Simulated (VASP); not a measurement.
# TiC in VASP: a series of runs

The runs below take TiC through relaxation of the atoms, single point, with PBE.

All numbers are computed with VASP 6.6.1; they aren't measurements. Logs are shortened: lines on timing, memory, paths and dates and some standing lists are left out, and cuts for length are marked.

### 1 The cell of the first run

Symmetry: Fm-3m, No. 225, cubic system. Conventional cell: a = 4.328 Å, b = 4.328 Å, c = 4.328 Å, α = 90.00°, β = 90.00°, γ = 90.00°. Within 2.9 Å of Ti (site symmetry m-3m) lie 6 C at 2.16 Å. C (site symmetry m-3m) has 6 Ti at 2.16 Å within 2.9 Å.

### 2 Relaxation of the atoms, PBE

The input, INCAR:

```
SYSTEM = TiC
  PREC = Accurate
  ENCUT = 520
  EDIFF = 1E-7
  ISMEAR = -1
  SIGMA = 0.05
  LREAL = .False.
  LASPH = .True.
  NELM = 60
  ALGO = Normal
  ISIF = 2
  LWAVE = .False.
  LCHARG = .False.
  GGA = PE
  IBRION = 2
  NSW = 80
  EDIFFG = -0.02
```

The input, KPOINTS:

```
regular mesh
0
Gamma
  18 18 18
  0 0 0
```

The input, POSCAR:

```
TiC
1.0
    0.0000000000      2.1640000000      2.1640000000
    2.1640000000      0.0000000000      2.1640000000
    2.1640000000      2.1640000000      0.0000000000
Ti C
1 1
Direct
    0.0000000000      0.0000000000      0.0000000000
    0.5000000000      0.5000000000      0.5000000000
```

Potentials or basis: VASP PAW PBE potentials, release 64 (Ti_sv, C).

Command:

```sh
cat potpaw_PBE.64/Ti_sv/POTCAR potpaw_PBE.64/C/POTCAR > POTCAR
mpirun -np 1 vasp_std > vasp.out
```

OUTCAR:

```text
SYSTEM = TiC
   PREC = Accurate
   ENCUT = 520
   EDIFF = 1E-7
   ISMEAR = -1
   LREAL = .False.
   LASPH = .True.
   NELM = 60
   ISIF = 2
   GGA = PE
   IBRION = 2
   NSW = 80
   EDIFFG = -0.02

 ion  position               nearest neighbor table
   1  0.000  0.000  0.000-   2 2.16   2 2.16   2 2.16   2 2.16   2 2.16   2 2.16
   2  0.500  0.500  0.500-   1 2.16   1 2.16   1 2.16   1 2.16   1 2.16   1 2.16

  LATTYP: Found a face centered cubic cell.
 ALAT       =     4.3280000000

  Lattice vectors:

 A1 = (   0.0000000000,   2.1640000000,   2.1640000000)
 A2 = (   2.1640000000,   0.0000000000,   2.1640000000)
 A3 = (   2.1640000000,   2.1640000000,   0.0000000000)

Analysis of symmetry for initial positions (statically):
=====================================================================
 Subroutine PRICEL returns:
 Original cell was already a primitive cell.

 Routine SETGRP: Setting up the symmetry group for a
 face centered cubic supercell.

 Subroutine GETGRP returns: Found 48 space group operations
 (whereof 48 operations were pure point group operations)
 out of a pool of 48 trial point group operations.

The static configuration has the point symmetry O_h .

Analysis of symmetry for dynamics (positions and initial velocities):
=====================================================================
 Subroutine PRICEL returns:
 Original cell was already a primitive cell.

 Routine SETGRP: Setting up the symmetry group for a
 face centered cubic supercell.

 Subroutine GETGRP returns: Found 48 space group operations
 (whereof 48 operations were pure point group operations)
 out of a pool of 48 trial point group operations.

The dynamic configuration has the point symmetry O_h .

 Subroutine INISYM returns: Found 48 space group operations
 (whereof 48 operations are pure point group operations),
 and found     1 'primitive' translations

----------------------------------------------------------------------------------------

                                     Primitive cell

  volume of cell :      20.2676

  direct lattice vectors                    reciprocal lattice vectors
     0.000000000  2.164000000  2.164000000    -0.231053604  0.231053604  0.231053604
     2.164000000  0.000000000  2.164000000     0.231053604 -0.231053604  0.231053604
     2.164000000  2.164000000  0.000000000     0.231053604  0.231053604 -0.231053604

  length of vectors
     3.060358149  3.060358149  3.060358149     0.400196582  0.400196582  0.400196582

  position of ions in fractional coordinates (direct lattice)
     0.000000000  0.000000000  0.000000000
     0.500000000  0.500000000  0.500000000

  ion indices of the primitive-cell ions
   primitive index   ion index
                 1           1
                 2           2

----------------------------------------------------------------------------------------

 KPOINTS: regular mesh

Automatic generation of k-mesh.
 Grid dimensions read from file:
 generate k-points for:   18   18   18

 Generating k-lattice:

  Cartesian coordinates                     Fractional coordinates (reciprocal lattice)
    -0.012836311  0.012836311  0.012836311     0.055555556  0.000000000  0.000000000
     0.012836311 -0.012836311  0.012836311     0.000000000  0.055555556  0.000000000
     0.012836311  0.012836311 -0.012836311     0.000000000  0.000000000  0.055555556

  Length of vectors
     0.022233143  0.022233143  0.022233143

  Shift w.r.t. Gamma in fractional coordinates (k-lattice)
     0.000000000  0.000000000  0.000000000

 Subroutine IBZKPT returns following result:
 ===========================================

 Found    195 irreducible k-points:

 Following reciprocal coordinates:
            Coordinates               Weight
  0.000000  0.000000  0.000000      1.000000
  0.055556  0.000000  0.000000      8.000000
  0.111111  0.000000  0.000000      8.000000
  0.166667  0.000000  0.000000      8.000000
  0.222222  0.000000  0.000000      8.000000
  0.277778  0.000000  0.000000      8.000000
[... 16 lines left out ...]
 -0.277778  0.055556  0.000000     24.000000
 -0.222222  0.055556  0.000000     24.000000
 [... further k-points ...]
   k-points           NKPTS =    195   k-points in BZ     NKDIM =    195   number of bands    NBANDS=     12
   number of dos      NEDOS =    301   number of ions     NIONS =      2
   total plane-waves  NPLWV =  13824
   dimension x,y,z NGX =    24 NGY =   24 NGZ =   24
   dimension x,y,z NGXF=    48 NGYF=   48 NGZF=   48
   ions per type =               1   1
   NGX,Y,Z   is equivalent  to a cutoff of  13.04, 13.04, 13.04 a.u.
   NGXF,Y,Z  is equivalent  to a cutoff of  26.07, 26.07, 26.07 a.u.
 SYSTEM =  TiC
   PREC   = accura    normal or accurate (medium, high low for compatibility)
   ISTART =      0    job   : 0-new  1-cont  2-samecut
   ICHARG =      2    charge: 1-file 2-atom 10-const
   ISPIN  =      1    spin polarized calculation?
   LNONCOLLINEAR =      F non collinear calculations
   LSORBIT =      F    spin-orbit coupling
   LASPH  =      T    aspherical Exc in radial PAW
   ENCUT  =  520.0 eV  38.22 Ry    6.18 a.u.   5.69  5.69  5.69*2*pi/ulx,y,z
   NELM   =     60;   NELMIN=  2; NELMDL= -5     # of ELM steps
   EDIFF  = 0.1E-06   stopping-criterion for ELM
   LREAL  =      F    real-space projection
   EDIFFG = -.2E-01   stopping-criterion for IOM
   NSW    =     80    number of steps for IOM
   IBRION =      2    ionic relax: 0-MD 1-quasi-New 2-CG
   NFREE  =      1    steps in history (QN), initial steepest desc. (CG)
   ISIF   =      2    stress and relaxation
   ISYM   =      2    0-nonsym 1-usesym 2-fastsym
   POTIM  = 0.5000    time-step for ionic-motion
   TEBEG  =    0.0;   TEEND  =   0.0 temperature during run
   PSTRESS=    0.0 pullay stress
   NELECT =      16.0000    total number of electrons
   NUPDOWN=      -1.0000    fix difference up-down
   EMIN   =  10.00;   EMAX   =-10.00  energy-range for DOS
   EFERMI =   0.00;   METHOD = LEGACY
   ISMEAR =    -1;   SIGMA  =   0.05  broadening in eV -4-tet -1-fermi 0-gaus
   EFERMI_NEDOS =   21; number of points for ismear=-14 and -15
   IALGO  =     38    algorithm
   IMIX   =      4    mixing-type and parameters
     AMIX     =   0.40;   BMIX     =  1.00
     AMIX_MAG =   1.60;   BMIX_MAG =  1.00
  volume/ion in A,a.u.               =      10.13        68.39
  Fermi-wavevector in a.u.,A,eV,Ry     =   1.513030  2.859212 31.147275  2.289260
  Thomas-Fermi vector in A             =   2.622876
   LORBIT       =      0    0 simple, 1 ext, 2 COOP (PROOUT), +10 PAW based schemes
   GGA     = PE    functional components
   LHFCALC =     F    Hartree Fock is set to
   AEXX    =    0.0000 exact exchange contribution
   IVDW    =     0    specifies the selected vdW correction
   LEPSILON=     F    determine dielectric tensor
   LRPA    =     F    only Hartree local field effects (RPA)
 conjugate gradient relaxation of ions
 non-spin polarized calculation
  energy-cutoff  :      520.00
  volume of cell :       20.27
 maximum number of plane-waves:       568
   NGX = 11   NGY = 11   NGZ = 11

 number of electron      16.0000001 magnetization

 Free energy of the ion-electron system (eV)
  ---------------------------------------------------
  ext. energy  EPLUGINS =         0.00000000
  ---------------------------------------------------
  free energy    TOTEN  =       -18.71020211 eV

  energy without entropy =      -18.70766950  energy(sigma->0) =      -18.70893581

 E-fermi :   9.4473     XC(G=0): -12.7103

 val. band max:        9.4433802607   @ k =   0.1667   0.1667   0.0000
 cond. band min:       9.5095401844   @ k =   0.5000   0.4444   0.0000
 fundamental gap:      0.0661599238
 Fermi energy:         9.4472656017

 k-point     1 :       0.0000    0.0000    0.0000
  band No.  band energies     occupation
      1     -47.1429      2.00000
      2     -23.1656      2.00000
      3     -23.1656      2.00000
      4     -23.1656      2.00000
      5      -2.9676      2.00000
      6      10.1341      0.00000
      7      10.1341      0.00000
      8      10.1341      0.00000
      9      11.1211      0.00000
     10      11.1211      0.00000
     11      11.1212      0.00000
     12      11.1575      0.00000

 k-point     2 :       0.0556    0.0000    0.0000
  band No.  band energies     occupation
      1     -47.1407      2.00000
      2     -23.1813      2.00000
      3     -23.1671      2.00000
      4     -23.1671      2.00000
      5      -2.8974      2.00000
      6       9.7694      0.00318
      7       9.9872      0.00004
      8       9.9872      0.00004
      9      10.4964      0.00000
     10      10.4964      0.00000
     11      11.3228      0.00000
     12      12.0315      0.00000

 k-point     3 :       0.1111    0.0000    0.0000
  band No.  band energies     occupation
      1     -47.1343      2.00000
      2     -23.2262      2.00000
      3     -23.1714      2.00000
      4     -23.1714      2.00000
      5      -2.6903      2.00000
      6       9.0236      1.99958
      7       9.3345      1.81014
      8       9.3345      1.81014
      9      10.5062      0.00000
     10      10.5062      0.00000
     11      11.6223      0.00000
     12      12.9740      0.00000
[... 286 lines left out ...]
 k-point    23 :      -0.2778    0.0556    0.0000
  band No.  band energies     occupation
      1     -47.0944      2.00000
      2     -23.4905      2.00000
      3     -23.2147      2.00000
      4     -23.1909      2.00000
      5      -1.1539      2.00000
      6       5.8863      2.00000
      7       7.2321      2.00000
      8       7.4324      2.00000
      9      11.3322      0.00000
     10      11.6846      0.00000
     11      12.6313      0.00000
     12      15.4318      0.00000

 k-point    24 :      -0.2222    0.0556    0.0000
  band No.  band energies     occupation
      1     -47.1069      2.00000
      2     -23.4070      2.00000
      3     -23.2060      2.00000
      4     -23.1821      2.00000
      5      -1.6984      2.00000
      6       6.7962      2.00000
      7       7.6788      2.00000
      8       7.9190      2.00000
      9      10.9656      0.00000
     10      11.3742      0.00000
     11      12.3540      0.00000
     12      14.6043      0.00000

 [... further k-points ...]
[... 5 lines left out ...]
  --------------------------------------------------------------------------------------
  -------------------------------------------------------------------------------------
  Total        0.1363408      0.1363408      0.1363408      0.0000000      0.0000000      0.0000000
  in kB       10.7779123     10.7779123     10.7779123      0.0000000      0.0000000      0.0000000
  external PRESSURE =      10.7779123 kB  Pullay stress =       0.0000000 kB

 VOLUME and BASIS-vectors are now :
 -----------------------------------------------------------------------------
  energy-cutoff  :      520.00
  volume of cell :       20.27
      direct lattice vectors                 reciprocal lattice vectors
     0.000000000  2.164000000  2.164000000    -0.231053604  0.231053604  0.231053604
     2.164000000  0.000000000  2.164000000     0.231053604 -0.231053604  0.231053604
     2.164000000  2.164000000  0.000000000     0.231053604  0.231053604 -0.231053604

 POSITION                                       TOTAL-FORCE (eV/Angst)
 -----------------------------------------------------------------------------------
      0.00000      0.00000      0.00000         0.000000      0.000000     -0.000000
      2.16400      2.16400      2.16400         0.000000     -0.000000      0.000000
 -----------------------------------------------------------------------------------
    total drift:                                0.000000     -0.000000     -0.000000

  FREE ENERGIE OF THE ION-ELECTRON SYSTEM (eV)
  ---------------------------------------------------
  free  energy   TOTEN  =       -18.7102021140 eV

  energy  without entropy=      -18.7076695019  energy(sigma->0) =      -18.70893581

 reached required accuracy - stopping structural energy minimisation
```

It took 36 s on 1 thread of AMD EPYC 7R13 (Zen 3), shared host; peak memory 0.15 GiB.

What came out:

```yaml
Free_energy: -18.7102 eV
Pressure_after_relaxing: 1.1 GPa
Band_gap_on_the_k_mesh: zero (bands 8 and 9 overlap by 1.10 eV)
```

Final structure:
```
Ti C
1.0
     0.00000    2.16400    2.16400
     2.16400    0.00000    2.16400
     2.16400    2.16400    0.00000
Ti C
1 1
Cartesian
  0.0000 0.0000 0.0000
  2.1640 2.1640 2.1640
```

Caveat: the relaxation stopped at its first step, so nothing moved.

### 3 Single point, PBE (z stretched by +1 %, then relaxed in part)

The input, INCAR:

```
SYSTEM = TiC
PREC = Accurate
ENCUT = 520
EDIFF = 1E-6
ISMEAR = -1
SIGMA = 0.05
LREAL = .False.
LASPH = .True.
NELM = 100
ALGO = Normal
ISIF = 2
LWAVE = .False.
LCHARG = .True.
GGA = PE
LELF = .True.
LVHAR = .True.
NBANDS = 15
```

The input, KPOINTS:

```
Automatic mesh
0
Gamma
  18 18 18
  0 0 0
```

The input, POSCAR:

```
TiC
1.0
    0.0000000000      2.1640000000      2.1856400000
    2.1640000000      0.0000000000      2.1856400000
    2.1640000000      2.1640000000      0.0000000000
Ti C
1 1
Direct
    0.0000000000      0.0000000000      0.0000000000
    0.5000000000      0.5000000000      0.5000000000
```

Potentials or basis: VASP PAW PBE potentials, release 64 (Ti_sv, C).

Command:

```sh
cat potpaw_PBE.64/Ti_sv/POTCAR potpaw_PBE.64/C/POTCAR > POTCAR
mpirun -np 1 vasp_std > vasp.out
```

Wall time 70 s (1 thread of Intel Xeon Platinum 8488C (Sapphire Rapids), shared host); peak memory 0.26 GiB.

Results (log left out):

```yaml
Free_energy: -18.7085 eV
Pressure: -1.4 GPa
Band_gap_on_the_k_mesh: zero (bands 8 and 9 overlap by 1.15 eV)
```

Stress tensor (GPa, compression positive):
```
-0.16  0.00  0.00
 0.00 -0.16  0.00
 0.00  0.00 -3.89
```

Levels at points of the mesh, in eV from the Fermi level:
```tsv
k point	band 6	band 7	band 8	band 9	band 10	band 11
(0.00, 0.00, 0.00)	0.64	0.71	0.71	1.64	1.65	1.67
(0.50, 0.00, 0.00)	-5.81	-2.89	-2.87	2.86	2.90	4.05
(0.50, 0.50, 0.00)	-3.50	-1.59	0.00	0.00	2.67	3.46
(0.50, 0.00, 0.50)	-3.40	-1.61	-0.07	-0.07	2.67	3.44
```

Caveat: the cell differs from its parent crystal (z stretched by +1 %, then relaxed in part).
